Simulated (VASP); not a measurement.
Here is a VASP 6.6.1 calculation.

Contents of INCAR:

```
SYSTEM = Ta2N
  PREC = Accurate
  ENCUT = 520
  EDIFF = 1E-7
  ISMEAR = 0
  SIGMA = 0.15
  LREAL = .False.
  LASPH = .True.
  NELM = 60
  ALGO = Normal
  ISIF = 2
  LWAVE = .False.
  LCHARG = .True.
  LELF = .True.
  LVHAR = .True.
  NBANDS = 20
```

File KPOINTS:

```
Automatic mesh
0
Gamma
  18 18 10
  0 0 0
```

POSCAR

```
Ta2N
1.0
    3.1725089926      0.0000000000      0.0000000000
   -1.5862544963      2.7474733813      0.0000000000
    0.0000000000      0.0000000000      4.5779304764
Ta N
2 1
Direct
    0.6666666667      0.3333333333      0.7466885012
    0.3333333333      0.6666666667      0.2533114988
    0.0000000000      0.0000000000      0.0000000000
```

Potentials or basis: VASP PAW LDA potentials, release 64 (Ta_pv, N).

Run with:

```bash
$ cat potpaw_LDA.64/Ta_pv/POTCAR potpaw_LDA.64/N/POTCAR > POTCAR
$ mpirun -np 1 vasp_std > vasp.out
```

Problem. Estimate the pressure.

Solution. -5.6 GPa.

Problem. Estimate the largest force.

Solution. 0.673 eV/Å.

Forces in eV/Å, atoms in the order of the input:
```
Ta   0.000  0.000  0.673
Ta   0.000  0.000 -0.673
N    0.000  0.000  0.000
```
